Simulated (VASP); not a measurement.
Wanted: the native input for a VASP 6.6.1 run.

```
Task                   : single point
Functional             : PBE
Potentials or basis    : VASP PAW PBE potentials, release 64 (Cu)
Cutoff                 : 520 eV
k mesh                 : 18 × 18 × 18
Occupations            : fermi-dirac, width 0.05 eV
Spin                   : no spin polarisation
Dipole correction      : no
Further INCAR settings : ALGO = Normal; EDIFF = 1e-06; NBANDS = 12
```

The structure of Cu lies in POSCAR:

```
Cu
1.0
    0.0000000000      1.7195772532      1.7195772532
    1.7195772532      0.0000000000      1.7195772532
    1.7195772532      1.7195772532      0.0000000000
Cu
1
Direct
    0.0000000000      0.0000000000      0.0000000000
```

This cell differs from its parent crystal: volume scaled by 0.85.

The input as run:

INCAR

```
PREC = Accurate ; ENCUT = 520
EDIFF = 1E-6 ; ISMEAR = -1
SIGMA = 0.05 ; LREAL = F
LASPH = T ; NELM = 60
ALGO = Normal ; ISIF = 2
LWAVE = F ; LCHARG = T
GGA = PE ; LELF = T
LVHAR = T ; NBANDS = 12
```

KPOINTS

```
Automatic mesh
0
Gamma
  18 18 18
```

Potentials or basis: VASP PAW PBE potentials, release 64 (Cu).

Command:

```sh
$ cat potpaw_PBE.64/Cu/POTCAR > POTCAR
$ mpirun -np 1 vasp_std > vasp.out
```

It gave:

The pressure is 34.7 GPa.

Run time: 13 s on 1 thread of AMD EPYC 9R45 96-Core Processor (Zen 5) (shared host), peak memory 0.1 GiB.
